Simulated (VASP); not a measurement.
Ni2H, 3 atoms in the cell. The structure is trigonal, space group P-3m1 (No. 164). Conventional cell: a = 2.486 Å, b = 2.486 Å, c = 4.118 Å, α = 90.00°, β = 90.00°, γ = 120.00°. Ni (site symmetry 3m) has 3 H at 1.79 Å within 2.4 Å. H (site symmetry -3m) has 6 Ni at 1.79 Å within 2.4 Å. 

```yaml
Program: VASP 6.6.1
Task: relaxation of cell and atoms
Functional: LDA
Potentials_or_basis: VASP PAW LDA potentials, release 64 (Ni, H)
Cutoff: 600 eV
k_mesh: 18 × 18 × 10
Occupations: fermi-dirac, width 0.15 eV
Spin: no spin polarisation
Dipole_correction: no
Further_INCAR_settings: ALGO = Normal; EDIFF = 1e-07; IBRION = 2; EDIFFG = -0.001; NSW = 80; ISIF = 3
```

Potentials or basis: VASP PAW LDA potentials, release 64 (Ni, H).

Command:

```sh
$ cat potpaw_LDA.64/Ni/POTCAR potpaw_LDA.64/H/POTCAR > POTCAR
$ mpirun -np 1 vasp_std > vasp.out
```

Hardware: 1 thread of AMD EPYC 9R45 96-Core Processor (Zen 5) (shared host).

Question: Estimate the wall time of this run.

Answer: Wall time 3.4 min on 1 thread of AMD EPYC 9R45 96-Core Processor (Zen 5) (shared host), peak memory 0.21 GiB. Counts: scf iterations 47, k points 330, ion steps 7.
